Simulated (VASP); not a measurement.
Crystal: HfB.

```xyz
2
Lattice="0.0000 2.3989 2.3989 2.3989 0.0000 2.3989 2.3989 2.3989 0.0000" Properties=species:S:1:pos:R:3 pbc="T T T"
Hf    2.3989    2.3989    2.3989
B     0.0000    0.0000    0.0000
```

Base run:

```yaml
Program: VASP 6.6.1
Functional: revPBE
Potentials_or_basis: VASP PAW PBE potentials, release 64 (Hf_pv, B)
Cutoff: 500 eV
k_mesh: 8 × 8 × 8
Occupations: gaussian, width 0.05 eV
Spin: no spin polarisation
```

Its results: pressure 6.6 GPa.

Problem. The run is repeated on the same cell with these changes: functional from revPBE to PBE; dispersion from none to D4. What comes out?

Solution. Pressure 0.4 GPa.

Several settings changed at once, so the effect can't be laid on one alone.

Caveats: the PAW data sets were made with another functional, which shifts forces and pressure a little (some runs); pairwise dispersion overbinds metals, which lowers pressure and volume (some runs).
